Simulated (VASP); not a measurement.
# Ni (Fm-3m) in VASP: further runs

Ni is run at these levels: LDA; tasks: single point.

Program: VASP 6.6.1. These are calculated values, not measurements. Logs are shortened: lines on timing, memory, paths and dates and some standing lists are left out, and cuts for length are marked.

## Step 1: The cell of the first run

The structure is cubic, space group Fm-3m (No. 225). The conventional cell has a = 3.281 Å, b = 3.281 Å, c = 3.281 Å, α = 90.00°, β = 90.00°, γ = 90.00°. Within 3.1 Å of Ni (site symmetry m-3m) lie 12 Ni at 2.32 Å.

## Step 2: Single point, LDA, collinear spin, ferromagnetic start

INCAR

```
PREC = Accurate ; ENCUT = 520
EDIFF = 1E-7 ; ISMEAR = 0
SIGMA = 0.15 ; LREAL = False
LASPH = True ; NELM = 150
ALGO = Normal ; ISIF = 2
LWAVE = False ; LCHARG = False
ISPIN = 2 ; MAGMOM = 0.875
LORBIT = 11 ; NUPDOWN = 0.875
LMAXMIX = 4 ; GGA = CA
NBANDS = 15
```

KPOINTS

```
Automatic mesh
0
Gamma
  24 24 24
```

POSCAR

```
Ni
1.0
    0.0000000000      1.6406882893      1.6406882893
    1.6406882893      0.0000000000      1.6406882893
    1.6406882893      1.6406882893      0.0000000000
Ni
1
Direct
    0.0000000000      0.0000000000      0.0000000000
```

Potentials or basis: VASP PAW LDA potentials, release 64 (Ni).

Started as:

```console
$ cat potpaw_LDA.64/Ni/POTCAR > POTCAR
$ mpirun -np 1 vasp_std > vasp.out
```

OUTCAR:

```text
PREC = Accurate
   ENCUT = 520
   EDIFF = 1E-7
   ISMEAR = 0
   LREAL = False
   LASPH = True
   NELM = 150
   ISIF = 2
   ISPIN = 2
   LORBIT = 11
   NUPDOWN = 0.875
   GGA = CA

 ion  position               nearest neighbor table
   1  0.000  0.000  0.000-

  LATTYP: Found a face centered cubic cell.
 ALAT       =     3.2813765786

  Lattice vectors:

 A1 = (   0.0000000000,   1.6406882893,   1.6406882893)
 A2 = (   1.6406882893,   0.0000000000,   1.6406882893)
 A3 = (   1.6406882893,   1.6406882893,   0.0000000000)

Analysis of symmetry for initial positions (statically):
=====================================================================
 Subroutine PRICEL returns:
 Original cell was already a primitive cell.

 Routine SETGRP: Setting up the symmetry group for a
 face centered cubic supercell.

 Subroutine GETGRP returns: Found 48 space group operations
 (whereof 48 operations were pure point group operations)
 out of a pool of 48 trial point group operations.

The static configuration has the point symmetry O_h .

Analysis of symmetry for dynamics (positions and initial velocities):
=====================================================================
 Subroutine PRICEL returns:
 Original cell was already a primitive cell.

 Routine SETGRP: Setting up the symmetry group for a
 face centered cubic supercell.

 Subroutine GETGRP returns: Found 48 space group operations
 (whereof 48 operations were pure point group operations)
 out of a pool of 48 trial point group operations.

The dynamic configuration has the point symmetry O_h .

Analysis of structural, dynamic, and magnetic symmetry:
=====================================================================
 Subroutine PRICEL returns:
 Original cell was already a primitive cell.

 Routine SETGRP: Setting up the symmetry group for a
 face centered cubic supercell.

 Subroutine GETGRP returns: Found 48 space group operations
 (whereof 48 operations were pure point group operations)
 out of a pool of 48 trial point group operations.

The overall configuration has the point symmetry O_h .

 Subroutine INISYM returns: Found 48 space group operations
 (whereof 48 operations are pure point group operations),
 and found     1 'primitive' translations

----------------------------------------------------------------------------------------

                                     Primitive cell

  volume of cell :       8.8330

  direct lattice vectors                    reciprocal lattice vectors
     0.000000000  1.640688289  1.640688289    -0.304750149  0.304750149  0.304750149
     1.640688289  0.000000000  1.640688289     0.304750149 -0.304750149  0.304750149
     1.640688289  1.640688289  0.000000000     0.304750149  0.304750149 -0.304750149

  length of vectors
     2.320283630  2.320283630  2.320283630     0.527842741  0.527842741  0.527842741

  position of ions in fractional coordinates (direct lattice)
     0.000000000  0.000000000  0.000000000

  ion indices of the primitive-cell ions
   primitive index   ion index
                 1           1

----------------------------------------------------------------------------------------

 KPOINTS: Automatic mesh

Automatic generation of k-mesh.
 Grid dimensions read from file:
 generate k-points for:   24   24   24

 Generating k-lattice:

  Cartesian coordinates                     Fractional coordinates (reciprocal lattice)
    -0.012697923  0.012697923  0.012697923     0.041666667  0.000000000  0.000000000
     0.012697923 -0.012697923  0.012697923     0.000000000  0.041666667  0.000000000
     0.012697923  0.012697923 -0.012697923     0.000000000  0.000000000  0.041666667

  Length of vectors
     0.021993448  0.021993448  0.021993448

  Shift w.r.t. Gamma in fractional coordinates (k-lattice)
     0.000000000  0.000000000  0.000000000

 Subroutine IBZKPT returns following result:
 ===========================================

 Found    413 irreducible k-points:

 Following reciprocal coordinates:
            Coordinates               Weight
  0.000000  0.000000  0.000000      1.000000
  0.041667  0.000000  0.000000      8.000000
  0.083333  0.000000  0.000000      8.000000
  0.125000  0.000000  0.000000      8.000000
  0.166667  0.000000  0.000000      8.000000
  0.208333  0.000000  0.000000      8.000000
[... 16 lines left out ...]
  0.416667  0.041667  0.000000     24.000000
  0.458333  0.041667  0.000000     24.000000
 [... further k-points ...]
   k-points           NKPTS =    413   k-points in BZ     NKDIM =    413   number of bands    NBANDS=     15
   number of dos      NEDOS =    301   number of ions     NIONS =      1
   total plane-waves  NPLWV =   5832
   dimension x,y,z NGX =    18 NGY =   18 NGZ =   18
   dimension x,y,z NGXF=    36 NGYF=   36 NGZF=   36
   ions per type =               1
   NGX,Y,Z   is equivalent  to a cutoff of  12.90, 12.90, 12.90 a.u.
   NGXF,Y,Z  is equivalent  to a cutoff of  25.79, 25.79, 25.79 a.u.
 SYSTEM =  unknown system
   PREC   = accura    normal or accurate (medium, high low for compatibility)
   ISTART =      0    job   : 0-new  1-cont  2-samecut
   ICHARG =      2    charge: 1-file 2-atom 10-const
   ISPIN  =      2    spin polarized calculation?
   LNONCOLLINEAR =      F non collinear calculations
   LSORBIT =      F    spin-orbit coupling
   LASPH  =      T    aspherical Exc in radial PAW
   ENCUT  =  520.0 eV  38.22 Ry    6.18 a.u.   4.31  4.31  4.31*2*pi/ulx,y,z
   NELM   =    150;   NELMIN=  2; NELMDL= -5     # of ELM steps
   EDIFF  = 0.1E-06   stopping-criterion for ELM
   LREAL  =      F    real-space projection
   EDIFFG = 0.1E-05   stopping-criterion for IOM
   NSW    =      0    number of steps for IOM
   IBRION =     -1    ionic relax: 0-MD 1-quasi-New 2-CG
   NFREE  =      0    steps in history (QN), initial steepest desc. (CG)
   ISIF   =      2    stress and relaxation
   ISYM   =      2    0-nonsym 1-usesym 2-fastsym
   POTIM  = 0.5000    time-step for ionic-motion
   TEBEG  =    0.0;   TEEND  =   0.0 temperature during run
   PSTRESS=    0.0 pullay stress
   NELECT =      10.0000    total number of electrons
   NUPDOWN=       0.8750    fix difference up-down
   EMIN   =  10.00;   EMAX   =-10.00  energy-range for DOS
   EFERMI =   0.00;   METHOD = LEGACY
   ISMEAR =     0;   SIGMA  =   0.15  broadening in eV -4-tet -1-fermi 0-gaus
   EFERMI_NEDOS =   21; number of points for ismear=-14 and -15
   IALGO  =     38    algorithm
   IMIX   =      4    mixing-type and parameters
     AMIX     =   0.40;   BMIX     =  1.00
     AMIX_MAG =   1.60;   BMIX_MAG =  1.00
  volume/ion in A,a.u.               =       8.83        59.61
  Fermi-wavevector in a.u.,A,eV,Ry     =   1.706235  3.224316 39.609779  2.911237
  Thomas-Fermi vector in A             =   2.785308
   LORBIT       =     11    0 simple, 1 ext, 2 COOP (PROOUT), +10 PAW based schemes
   GGA     = CA    functional components
   LHFCALC =     F    Hartree Fock is set to
   AEXX    =    0.0000 exact exchange contribution
   IVDW    =     0    specifies the selected vdW correction
   LEPSILON=     F    determine dielectric tensor
   LRPA    =     F    only Hartree local field effects (RPA)
 spin polarized calculation
 Gauss-broadening in eV      SIGMA  =   0.15
  energy-cutoff  :      520.00
  volume of cell :        8.83
 maximum number of plane-waves:       259
 NGX is ok and might be reduce to    18
   NGX =  9   NGY =  9   NGZ =  9

 number of electron      10.0000000 magnetization       0.8750000

 number of electron       9.9999995 magnetization       0.8749999

 Free energy of the ion-electron system (eV)
  ---------------------------------------------------
  ext. energy  EPLUGINS =         0.00000000
  ---------------------------------------------------
  free energy    TOTEN  =        -6.35721251 eV

  energy without entropy =       -6.34463632  energy(sigma->0) =       -6.35092441

 E-fermi :  12.2672     XC(G=0): -14.9030

 val. band max:       13.3856356893   @ k =   0.4583   0.2500   0.0417
 cond. band min:      12.2702662834   @ k =  -0.3333   0.3333   0.0417
 fundamental gap:     -1.1153694060
 Fermi energy:        13.3910921901

 spin component 1

 k-point     1 :       0.0000    0.0000    0.0000
  band No.  band energies     occupation
      1       1.7887      1.00000
      2       9.1808      1.00000
      3       9.1808      1.00000
      4       9.1808      1.00000
      5      10.7219      1.00000
      6      10.7219      1.00000
      7      37.8020      0.00000
      8      43.2554      0.00000
      9      43.2554      0.00000
     10      43.2554      0.00000
     11      47.1832      0.00000
     12      47.1832      0.00000
     13      47.1832      0.00000
     14      49.6477      0.00000
     15      56.5406      0.00000

 k-point     2 :       0.0417    0.0000    0.0000
  band No.  band energies     occupation
      1       1.8685      1.00000
      2       9.1556      1.00000
      3       9.2018      1.00000
      4       9.2018      1.00000
      5      10.7121      1.00000
      6      10.7121      1.00000
      7      37.6856      0.00000
      8      42.1451      0.00000
      9      43.1332      0.00000
     10      43.1332      0.00000
     11      47.3752      0.00000
     12      47.3752      0.00000
     13      47.7256      0.00000
     14      50.3597      0.00000
     15      56.3706      0.00000
[... 365 lines left out ...]
      3       9.2683      1.00000
      4      10.1460      1.00000
      5      11.5645      1.00000
      6      11.7058      1.00000
      7      21.7708      0.00000
      8      36.3636      0.00000
      9      39.4591      0.00000
     10      41.1018      0.00000
     11      44.1686      0.00000
     12      45.4695      0.00000
     13      51.0450      0.00000
     14      56.9370      0.00000
     15      60.5068      0.00000

 k-point    24 :       0.4583    0.0417    0.0000
  band No.  band energies     occupation
      1       6.1408      1.00000
      2       9.1330      1.00000
      3       9.2168      1.00000
      4      10.6965      1.00000
      5      11.6532      1.00000
      6      12.0921      1.00000
      7      20.4041      0.00000
      8      36.1245      0.00000
      9      39.6241      0.00000
     10      40.4806      0.00000
     11      44.2278      0.00000
     12      44.8727      0.00000
     13      51.4045      0.00000
     14      57.3864      0.00000
     15      62.3125      0.00000

 [... further k-points ...]

 spin component 2

 k-point     1 :       0.0000    0.0000    0.0000
  band No.  band energies     occupation
      1       1.9422      1.00000
      2      10.0272      1.00000
      3      10.0272      1.00000
      4      10.0272      1.00000
      5      11.5408      1.00000
      6      11.5408      1.00000
      7      37.8893      0.00000
      8      43.4048      0.00000
      9      43.4048      0.00000
     10      43.4048      0.00000
     11      47.5029      0.00000
     12      47.5029      0.00000
     13      47.5029      0.00000
     14      49.7423      0.00000
     15      58.5239      0.00000

 k-point     2 :       0.0417    0.0000    0.0000
  band No.  band energies     occupation
      1       2.0222      1.00000
      2       9.9996      1.00000
      3      10.0490      1.00000
      4      10.0490      1.00000
      5      11.5303      1.00000
      6      11.5303      1.00000
      7      37.7865      0.00000
      8      42.3135      0.00000
      9      43.2956      0.00000
     10      43.2956      0.00000
     11      47.6805      0.00000
     12      47.6805      0.00000
     13      47.9912      0.00000
     14      50.4776      0.00000
     15      57.8255      0.00000
[... 365 lines left out ...]
      3      10.0585      1.00000
      4      10.5585      1.00000
      5      12.4718      0.02686
      6      12.5257      0.00740
      7      22.2547      0.00000
      8      36.4634      0.00000
      9      39.7238      0.00000
     10      41.3573      0.00000
     11      44.4274      0.00000
     12      45.7185      0.00000
     13      51.4310      0.00000
     14      58.5981      0.00000
     15      60.9181      0.00000

 k-point    24 :       0.4583    0.0417    0.0000
  band No.  band energies     occupation
      1       6.6747      1.00000
      2       9.9062      1.00000
      3      10.0020      1.00000
      4      11.1096      1.00000
      5      12.5677      0.00230
      6      12.8119      0.00000
      7      20.9419      0.00000
      8      36.2211      0.00000
      9      39.8812      0.00000
     10      40.7297      0.00000
     11      44.4914      0.00000
     12      45.1322      0.00000
     13      51.8588      0.00000
     14      59.1191      0.00000
     15      62.6364      0.00000

 [... further k-points ...]
[... 5 lines left out ...]
  --------------------------------------------------------------------------------------
  -------------------------------------------------------------------------------------
  Total        2.6213784      2.6213784      2.6213784     -0.0000000     -0.0000000      0.0000000
  in kB      475.4797953    475.4797953    475.4797953     -0.0000000     -0.0000000      0.0000000
  external PRESSURE =     475.4797953 kB  Pullay stress =       0.0000000 kB

 VOLUME and BASIS-vectors are now :
 -----------------------------------------------------------------------------
  energy-cutoff  :      520.00
  volume of cell :        8.83
      direct lattice vectors                 reciprocal lattice vectors
     0.000000000  1.640688289  1.640688289    -0.304750149  0.304750149  0.304750149
     1.640688289  0.000000000  1.640688289     0.304750149 -0.304750149  0.304750149
     1.640688289  1.640688289  0.000000000     0.304750149  0.304750149 -0.304750149

 POSITION                                       TOTAL-FORCE (eV/Angst)
 -----------------------------------------------------------------------------------
      0.00000      0.00000      0.00000         0.000000      0.000000      0.000000
 -----------------------------------------------------------------------------------
    total drift:                                0.000000     -0.000000      0.000000

  FREE ENERGIE OF THE ION-ELECTRON SYSTEM (eV)
  ---------------------------------------------------
  free  energy   TOTEN  =        -6.3572125063 eV

  energy  without entropy=       -6.3446363189  energy(sigma->0) =       -6.35092441

 total charge

# of ion       s       p       d       tot
------------------------------------------
    1        0.610   0.736   8.425   9.772

 magnetization (x)

# of ion       s       p       d       tot
------------------------------------------
    1        0.007   0.009   0.845   0.860
```

Run time: 71 s. Hardware: 1 thread of AMD EPYC 9R45 (Zen 5), shared host; peak memory 0.16 GiB.

What came out:

```yaml
Free_energy: -6.3572 eV
Pressure: 47.5 GPa
Net_moment: 0.87 μB per cell
Site_moments: Ni +0.86 μB
Valence_electrons_inside_the_program's_atomic_spheres: Ni 9.77
```

Caveat: the total moment is fixed, so each spin has its own Fermi level.

## Step 3: Single point, LDA, collinear spin, ferromagnetic start

This run uses another cell than the first one, of 9.44 Å³/atom, 1.068 times its volume.

INCAR

```
PREC     = Accurate       # precision mode
ENCUT    = 520            # plane-wave cutoff, eV
EDIFF    = 1E-6           # SCF threshold, eV
ISMEAR   = 0              # smearing method
SIGMA    = 0.15           # smearing width, eV
LREAL    = F              # projectors in reciprocal space
LASPH    = T              # aspherical terms in the spheres
NELM     = 150            # most SCF steps
ALGO     = Normal         # electronic algorithm
ISIF     = 2              # what is computed and relaxed
LWAVE    = F              # write WAVECAR
LCHARG   = F              # write CHGCAR
ISPIN    = 2              # spin polarisation
MAGMOM   = 0.75           # initial moments
LORBIT   = 11             # projections on sites
NUPDOWN  = 0.75           # fixed moment
LMAXMIX  = 4              # l up to which the mixer works
GGA      = CA             # functional
NBANDS   = 15             # bands
```

KPOINTS is that of step 2.

POSCAR

```
Ni
1.0
    0.0000000000      1.6772043451      1.6772043451
    1.6772043451      0.0000000000      1.6772043451
    1.6772043451      1.6772043451      0.0000000000
Ni
1
Direct
    0.0000000000      0.0000000000      0.0000000000
```

Potentials or basis: VASP PAW LDA potentials, release 64 (Ni).

Started as:

```console
$ cat potpaw_LDA.64/Ni/POTCAR > POTCAR
$ mpirun -np 1 vasp_std > vasp.out
```

It took 65 s on 1 thread of AMD EPYC 9R45 (Zen 5), shared host; peak memory 0.16 GiB.

Results (log left out):

```
Free energy                                           : -6.5314 eV
Pressure                                              : 19.4 GPa
Net moment                                            : 0.75 μB per cell
Site moments                                          : Ni +0.74 μB
Valence electrons inside the program's atomic spheres : Ni 9.61
```

Caveat: the total moment is fixed, so each spin has its own Fermi level.

[end of part 1 of 2]
